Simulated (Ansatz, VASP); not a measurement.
One calculation of P, two programs

```
CELL_PARAMETERS angstrom
1.64774 -5.46504 0.00000
1.64774 5.46504 0.00000
0.00000 0.00000 4.54364
ATOMIC_POSITIONS crystal
P 0.90414 0.09586 0.58882
P 0.09586 0.90414 0.41118
P 0.59586 0.40414 0.08882
P 0.40414 0.59586 0.91118
```

Alike in both runs: task relaxation of cell and atoms; functional revPBE; k mesh 8 × 8 × 6; occupations fermi-dirac, width 0.05 eV; no spin polarisation.

|  | VASP | Ansatz |
| --- | --- | --- |
| version | VASP 6.6.1 | Ansatz 0.2.0 |
| potentials or method | VASP PAW PBE potentials, release 64 (P) | Ansatz PAW |
| plane-wave cutoff (eV) | 600 | 420 |
| valence electrons in the cell | 20 | 20 |

|  | VASP | Ansatz | Ansatz less VASP |
| --- | --- | --- | --- |
| relaxed volume (Å³/atom) | 29.48 | 30.23 | +0.751 |
| relaxed length of the cell vector where the two differ most in proportion (Å) | 7.726 | 7.889 | +0.1638 |

VASP's potentials were made for PBE, not for revPBE.

Noted on VASP's run: the volume moved by over 15 % at a fixed basis, so the end points are rough. Noted on Ansatz's run: the volume moved by over 15 % at a fixed basis, so the end points are rough; the plane-wave basis is chosen anew once the cell has moved, so the energies of steps on either side of that aren't comparable.
